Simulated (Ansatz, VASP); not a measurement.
## Two plane-wave programs on AlNi

```
Ni Al
1.0
     2.83285    0.00000    0.00000
     0.00000    4.00626    0.00000
     0.00000    0.00000   15.17960
Ni Al
3 3
Direct
  0.75000 0.25000 0.37612
  0.75000 0.75000 0.50000
  0.75000 0.25000 0.62388
  0.25000 0.75000 0.36233
  0.25000 0.25000 0.50000
  0.25000 0.75000 0.63767
```

Alike in both runs: task single point; functional LDA; k mesh 13 × 9 × 1; occupations fermi-dirac, width 0.1 eV; no spin polarisation.

```csv
,VASP,Ansatz
version,VASP 6.6.1,Ansatz 0.2.0
potentials or method,"VASP PAW LDA potentials, release 64 (Ni, Al)","PAW with Ansatz's default frozen-core files, scalar-relativistic"
plane-wave cutoff (eV),520,420
valence electrons in the cell,39,63
```

```csv
,VASP,Ansatz,Ansatz less VASP
rms of the force components (eV/Å),0.009,0.002,-0.0073
```

LDA's correlation is that of Perdew and Zunger in VASP and of Perdew and Wang (1992) in Ansatz. VASP's potentials hold 39 valence electrons a cell and Ansatz's 63, so a difference there can come from the potentials and not from the codes. Ansatz's warnings: vacuum density over bound.
